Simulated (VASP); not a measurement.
Here is a VASP 6.6.1 calculation.

The input INCAR:

```
SYSTEM = GaSi16
PREC = Accurate
ENCUT = 520
EDIFF = 1E-7
ISMEAR = 0
SIGMA = 0.05
LREAL = Auto
LASPH = .True.
NELM = 150
ALGO = Normal
ISIF = 2
LWAVE = .False.
LCHARG = .False.
ISPIN = 2
MAGMOM = 0 0 0 0 0 0 0 0 0 0 0 0 0 0 0 0 0
LORBIT = 11
GGA = PS
NBANDS = 56
```

File KPOINTS:

```
regular mesh
0
Gamma
  2 2 2
  0 0 0
```

File POSCAR:

```
GaSi16
1.0
    0.0000000000      5.4300000000      5.4300000000
    5.4300000000      0.0000000000      5.4300000000
    5.4300000000      5.4300000000      0.0000000000
Si Ga
16 1
Direct
   -0.0104683241     -0.0100677716     -0.0101058932
    0.1114163904      0.1118801105      0.1118388582
    0.0092225599      0.0095468692      0.4726569982
    0.1270848066      0.1274651013      0.6156144567
    0.0092197974      0.4726973297      0.0095120626
    0.1270849908      0.6156529466      0.1274291897
    0.0047833333      0.5009479742      0.5009127993
    0.1385576427      0.6205712707      0.6205357274
    0.4722368324      0.0095972376      0.0095651934
    0.6152474217      0.1274654696      0.1274293738
    0.5005673112      0.0051488950      0.5009045120
    0.6201814917      0.1389483425      0.6205144567
    0.5005680479      0.5009404236      0.0051146409
    0.6201825967      0.6205512891      0.1389124309
    0.5101105893      0.5105024862      0.5104665746
    0.6337897790      0.6341617864      0.6341269797
    0.8556994475      0.8561869245      0.8561449355
```

Potentials or basis: VASP PAW PBE potentials, release 64 (Si, Ga_d).

Command:

```bash
$ cat potpaw_PBE.64/Si/POTCAR potpaw_PBE.64/Ga_d/POTCAR > POTCAR
$ mpirun -np 1 vasp_std > vasp.out
```

Problem. What does it give for the largest force?

Solution. 0.311 eV/Å.

Problem. Predict the net moment.

Solution. 0.00 μB per cell.

Stress tensor (GPa, compression positive):
```
 4.03 -0.22 -0.22
-0.22  4.03 -0.22
-0.22 -0.22  4.03
```

Caveat: the k points lie up to 0.50 Å⁻¹ apart; no moment was typed at the start, so none could form; the PAW data sets were made with another functional, which shifts forces and pressure a little.
